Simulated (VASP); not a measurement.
# Bi2Se3 (R-3m) in VASP: single point with LDA

Aim: the single point of Bi2Se3 with LDA.

Everything below comes from runs of VASP 6.6.1. Logs are shortened: lines on timing, memory, paths and dates and some standing lists are left out, and cuts for length are marked.

**1. The cell of the first run**

The structure is trigonal, space group R-3m (No. 166). Conventional cell: a = 4.143 Å, b = 4.143 Å, c = 28.636 Å, α = 90.00°, β = 90.00°, γ = 120.00°. Bi (site symmetry 3m) has 6 Se at 2.85 to 3.07 Å within 3.8 Å. Se (site symmetry -3m) has 6 Bi at 3.07 Å and 12 Se at 4.14 to 4.23 Å within 4.3 Å. Within 3.8 Å of Se (site symmetry 3m) lie 3 Bi at 2.85 Å and 3 Se at 3.52 Å.

**2. Single point, LDA**

Input file INCAR:

```
SYSTEM = Bi2Se3
PREC = Accurate ; ENCUT = 500
EDIFF = 1E-6 ; ISMEAR = 0
SIGMA = 0.01 ; LREAL = .False.
LASPH = .True. ; NELM = 120
ALGO = Normal ; ISIF = 2
LWAVE = .False. ; LCHARG = .False.
GGA = CA ; NBANDS = 32
GGA_COMPAT = .False.
```

Input file KPOINTS:

```
regular mesh
0
Gamma
  8 8 8
  0 0 0
```

Input file POSCAR:

```
Bi2Se3
1.0
    9.8404710000      0.0000000000      0.0000000000
    8.9683356972      4.0501634934      0.0000000000
    8.9683356972      1.9311818353      3.5601068864
Bi Se
2 3
Direct
    0.4008000000      0.4008000000      0.4008000000
    0.5992000000      0.5992000000      0.5992000000
    0.0000000000      0.0000000000      0.0000000000
    0.2117000000      0.2117000000      0.2117000000
    0.7883000000      0.7883000000      0.7883000000
```

Potentials or basis: VASP PAW LDA potentials, release 64 (Bi_d, Se).

The run is started by

```console
$ cat potpaw_LDA.64/Bi_d/POTCAR potpaw_LDA.64/Se/POTCAR > POTCAR
$ mpirun -np 1 vasp_std > vasp.out
```

OUTCAR:

```text
SYSTEM = Bi2Se3
   PREC = Accurate
   ENCUT = 500
   EDIFF = 1E-6
   ISMEAR = 0
   LREAL = .False.
   LASPH = .True.
   NELM = 120
   ISIF = 2
   GGA = CA

 ion  position               nearest neighbor table
   1  0.401  0.401  0.401-   5 2.85   5 2.85   5 2.85   3 3.07   3 3.07   3 3.07
   2  0.599  0.599  0.599-   4 2.85   4 2.85   4 2.85   3 3.07   3 3.07   3 3.07
   3  0.000  0.000  0.000-   2 3.07   1 3.07   1 3.07   2 3.07   2 3.07   1 3.07
   4  0.212  0.212  0.212-   2 2.85   2 2.85   2 2.85
   5  0.788  0.788  0.788-   1 2.85   1 2.85   1 2.85

  LATTYP: Found a trigonal (rhomboedric) cell.
 ALAT       =     9.8404710000
 COS(alpha) =     0.9113726058

  Lattice vectors:

 A1 = (   9.8404710000,   0.0000000000,   0.0000000000)
 A2 = (   8.9683356972,   4.0501634934,   0.0000000000)
 A3 = (   8.9683356972,   1.9311818353,   3.5601068864)

Analysis of symmetry for initial positions (statically):
=====================================================================
 Subroutine PRICEL returns:
 Original cell was already a primitive cell.

 Routine SETGRP: Setting up the symmetry group for a
 trigonal (rhombohedral) supercell.

 Subroutine GETGRP returns: Found 12 space group operations
 (whereof 12 operations were pure point group operations)
 out of a pool of 12 trial point group operations.

The static configuration has the point symmetry D_3d.

Analysis of symmetry for dynamics (positions and initial velocities):
=====================================================================
 Subroutine PRICEL returns:
 Original cell was already a primitive cell.

 Routine SETGRP: Setting up the symmetry group for a
 trigonal (rhombohedral) supercell.

 Subroutine GETGRP returns: Found 12 space group operations
 (whereof 12 operations were pure point group operations)
 out of a pool of 12 trial point group operations.

The dynamic configuration has the point symmetry D_3d.

 Subroutine INISYM returns: Found 12 space group operations
 (whereof 12 operations are pure point group operations),
 and found     1 'primitive' translations

----------------------------------------------------------------------------------------

                                     Primitive cell

  volume of cell :     141.8899

  direct lattice vectors                    reciprocal lattice vectors
     9.840471000  0.000000000  0.000000000     0.101621152 -0.225021189 -0.133932994
     8.968335697  4.050163493  0.000000000     0.000000000  0.246903613 -0.133932994
     8.968335697  1.931181835  3.560106886     0.000000000  0.000000000  0.280890443

  length of vectors
     9.840471000  9.840471000  9.840471000     0.280890443  0.280890443  0.280890443

  position of ions in fractional coordinates (direct lattice)
     0.400800000  0.400800000  0.400800000
     0.599200000  0.599200000  0.599200000
     0.000000000  0.000000000  0.000000000
     0.211700000  0.211700000  0.211700000
     0.788300000  0.788300000  0.788300000

  ion indices of the primitive-cell ions
   primitive index   ion index
                 1           1
                 2           2
                 3           3
                 4           4
                 5           5

----------------------------------------------------------------------------------------

 KPOINTS: regular mesh

Automatic generation of k-mesh.
 Grid dimensions read from file:
 generate k-points for:    8    8    8

 Generating k-lattice:

  Cartesian coordinates                     Fractional coordinates (reciprocal lattice)
     0.012702644 -0.028127649 -0.016741624     0.125000000  0.000000000  0.000000000
     0.000000000  0.030862952 -0.016741624     0.000000000  0.125000000 -0.000000000
     0.000000000  0.000000000  0.035111305     0.000000000  0.000000000  0.125000000

  Length of vectors
     0.035111305  0.035111305  0.035111305

  Shift w.r.t. Gamma in fractional coordinates (k-lattice)
     0.000000000  0.000000000  0.000000000

 Subroutine IBZKPT returns following result:
 ===========================================

 Found     65 irreducible k-points:

 Following reciprocal coordinates:
            Coordinates               Weight
  0.000000  0.000000  0.000000      1.000000
  0.125000  0.000000  0.000000      6.000000
  0.250000  0.000000  0.000000      6.000000
  0.375000  0.000000  0.000000      6.000000
  0.500000  0.000000  0.000000      3.000000
  0.125000  0.125000  0.000000      6.000000
[... 16 lines left out ...]
  0.250000  0.125000  0.125000      6.000000
  0.375000  0.125000  0.125000      6.000000
 [... further k-points ...]
   k-points           NKPTS =     65   k-points in BZ     NKDIM =     65   number of bands    NBANDS=     32
   number of dos      NEDOS =    301   number of ions     NIONS =      5
   total plane-waves  NPLWV = 373248
   dimension x,y,z NGX =    72 NGY =   72 NGZ =   72
   dimension x,y,z NGXF=   144 NGYF=  144 NGZF=  144
   ions per type =               2   3
   NGX,Y,Z   is equivalent  to a cutoff of  12.16, 12.16, 12.16 a.u.
   NGXF,Y,Z  is equivalent  to a cutoff of  24.33, 24.33, 24.33 a.u.
 SYSTEM =  Bi2Se3
   PREC   = accura    normal or accurate (medium, high low for compatibility)
   ISTART =      0    job   : 0-new  1-cont  2-samecut
   ICHARG =      2    charge: 1-file 2-atom 10-const
   ISPIN  =      1    spin polarized calculation?
   LNONCOLLINEAR =      F non collinear calculations
   LSORBIT =      F    spin-orbit coupling
   LASPH  =      T    aspherical Exc in radial PAW
   ENCUT  =  500.0 eV  36.75 Ry    6.06 a.u.  17.94 17.94 17.94*2*pi/ulx,y,z
   NELM   =    120;   NELMIN=  2; NELMDL= -5     # of ELM steps
   EDIFF  = 0.1E-05   stopping-criterion for ELM
   LREAL  =      F    real-space projection
   EDIFFG = 0.1E-04   stopping-criterion for IOM
   NSW    =      0    number of steps for IOM
   IBRION =     -1    ionic relax: 0-MD 1-quasi-New 2-CG
   NFREE  =      0    steps in history (QN), initial steepest desc. (CG)
   ISIF   =      2    stress and relaxation
   ISYM   =      2    0-nonsym 1-usesym 2-fastsym
   POTIM  = 0.5000    time-step for ionic-motion
   TEBEG  =    0.0;   TEEND  =   0.0 temperature during run
   PSTRESS=    0.0 pullay stress
   NELECT =      48.0000    total number of electrons
   NUPDOWN=      -1.0000    fix difference up-down
   EMIN   =  10.00;   EMAX   =-10.00  energy-range for DOS
   EFERMI =   0.00;   METHOD = LEGACY
   ISMEAR =     0;   SIGMA  =   0.01  broadening in eV -4-tet -1-fermi 0-gaus
   EFERMI_NEDOS =   21; number of points for ismear=-14 and -15
   IALGO  =     38    algorithm
   IMIX   =      4    mixing-type and parameters
     AMIX     =   0.40;   BMIX     =  1.00
     AMIX_MAG =   1.60;   BMIX_MAG =  1.00
  volume/ion in A,a.u.               =      28.38       191.50
  Fermi-wavevector in a.u.,A,eV,Ry     =   1.140700  2.155610 17.703851  1.301196
  Thomas-Fermi vector in A             =   2.277402
   LORBIT       =      0    0 simple, 1 ext, 2 COOP (PROOUT), +10 PAW based schemes
   GGA     = CA    functional components
   LHFCALC =     F    Hartree Fock is set to
   AEXX    =    0.0000 exact exchange contribution
   IVDW    =     0    specifies the selected vdW correction
   LEPSILON=     F    determine dielectric tensor
   LRPA    =     F    only Hartree local field effects (RPA)
 non-spin polarized calculation
 Gauss-broadening in eV      SIGMA  =   0.01
  energy-cutoff  :      500.00
  volume of cell :      141.89
 maximum number of plane-waves:      3627
   NGX = 35   NGY = 35   NGZ = 35

 number of electron      48.0000005 magnetization

 Free energy of the ion-electron system (eV)
  ---------------------------------------------------
  ext. energy  EPLUGINS =         0.00000000
  ---------------------------------------------------
  free energy    TOTEN  =       -23.39721771 eV

  energy without entropy =      -23.39721771  energy(sigma->0) =      -23.39721771

 E-fermi :   4.8933     XC(G=0):  -9.7990

 val. band max:        4.8542534622   @ k =   0.0000   0.0000   0.0000
 cond. band min:       4.9430059141   @ k =   0.0000   0.0000   0.0000
 fundamental gap:      0.0887524519
 Fermi energy:         4.8933422959

 k-point     1 :       0.0000    0.0000    0.0000
  band No.  band energies     occupation
      1     -18.2048      2.00000
      2     -18.2048      2.00000
      3     -18.2028      2.00000
      4     -18.2028      2.00000
      5     -18.1912      2.00000
      6     -18.1886      2.00000
[... 24 lines left out ...]
     31      10.6186      0.00000
     32      11.7960      0.00000

 k-point     2 :       0.1250    0.0000    0.0000
  band No.  band energies     occupation
      1     -18.2073      2.00000
      2     -18.2049      2.00000
      3     -18.2014      2.00000
      4     -18.1995      2.00000
      5     -18.1891      2.00000
      6     -18.1866      2.00000
[... 24 lines left out ...]
     31      10.2382      0.00000
     32      10.8195      0.00000

 k-point     3 :       0.2500    0.0000    0.0000
  band No.  band energies     occupation
      1     -18.2145      2.00000
      2     -18.2109      2.00000
      3     -18.1949      2.00000
      4     -18.1928      2.00000
      5     -18.1896      2.00000
      6     -18.1854      2.00000
[... 24 lines left out ...]
     31       9.3576      0.00000
     32      10.9846      0.00000

 k-point     4 :       0.3750    0.0000    0.0000
  band No.  band energies     occupation
      1     -18.2226      2.00000
      2     -18.2176      2.00000
      3     -18.1934      2.00000
      4     -18.1926      2.00000
      5     -18.1890      2.00000
      6     -18.1888      2.00000
[... 654 lines left out ...]
     31      10.6214      0.00000
     32      11.5143      0.00000

 k-point    23 :       0.2500    0.1250    0.1250
  band No.  band energies     occupation
      1     -18.2073      2.00000
      2     -18.2049      2.00000
      3     -18.2014      2.00000
      4     -18.1995      2.00000
      5     -18.1890      2.00000
      6     -18.1866      2.00000
[... 24 lines left out ...]
     31      10.1996      0.00000
     32      11.0093      0.00000

 k-point    24 :       0.3750    0.1250    0.1250
  band No.  band energies     occupation
      1     -18.2145      2.00000
      2     -18.2109      2.00000
      3     -18.1949      2.00000
      4     -18.1928      2.00000
      5     -18.1897      2.00000
      6     -18.1854      2.00000
[... 24 lines left out ...]
     31       9.4383      0.00000
     32      11.0624      0.00000

 [... further k-points ...]

------------------------ aborting loop because EDIFF is reached ----------------------------------------

  FORCE on cell =-STRESS in cart. coord.  units (eV):
  Direction    XX          YY          ZZ          XY          YZ          ZX
  --------------------------------------------------------------------------------------
  -------------------------------------------------------------------------------------
  Total       -1.5272235     -1.4323240     -1.4293444     -0.0214286     -0.0027464     -0.0127544
  in kB      -17.2449411    -16.1733648    -16.1397199     -0.2419657     -0.0310120     -0.1440184
  external PRESSURE =     -16.5193420 kB  Pullay stress =       0.0000000 kB

 VOLUME and BASIS-vectors are now :
 -----------------------------------------------------------------------------
  energy-cutoff  :      500.00
  volume of cell :      141.89
      direct lattice vectors                 reciprocal lattice vectors
     9.840471000  0.000000000  0.000000000     0.101621152 -0.225021189 -0.133932994
     8.968335697  4.050163493  0.000000000     0.000000000  0.246903613 -0.133932994
     8.968335697  1.931181835  3.560106886     0.000000000  0.000000000  0.280890443

 POSITION                                       TOTAL-FORCE (eV/Angst)
 -----------------------------------------------------------------------------------
     11.13308      2.39732      1.42689        -0.131575     -0.028332     -0.016864
     16.64406      3.58402      2.13322         0.131575      0.028332      0.016864
      0.00000      0.00000      0.00000         0.000000      0.000000     -0.000000
      5.88042      1.26625      0.75367        -0.018220     -0.003923     -0.002335
     21.89672      4.71509      2.80643         0.018220      0.003923      0.002335
 -----------------------------------------------------------------------------------
    total drift:                                0.000000     -0.000000      0.000000

  FREE ENERGIE OF THE ION-ELECTRON SYSTEM (eV)
  ---------------------------------------------------
  free  energy   TOTEN  =       -23.3972177051 eV

  energy  without entropy=      -23.3972177051  energy(sigma->0) =      -23.39721771
```

Run time: 27 min. Hardware: 1 thread of Oxide Virtual Turin-like, shared host; peak memory 0.58 GiB.

Results:

* Free energy: -23.3972 eV
* Pressure: -1.7 GPa
* Largest force: 0.136 eV/Å
* Band gap on the k mesh: 0.09 eV

Forces in eV/Å, atoms in the order of the input:
```
Bi  -0.132 -0.028 -0.017
Bi   0.132  0.028  0.017
Se   0.000  0.000  0.000
Se  -0.018 -0.004 -0.002
Se   0.018  0.004  0.002
```

Stress tensor (GPa, compression positive):
```
-1.72 -0.02 -0.01
-0.02 -1.62  0.00
-0.01  0.00 -1.61
```

Caveat: spin-orbit coupling is left out, which moves the levels of the heavy elements.
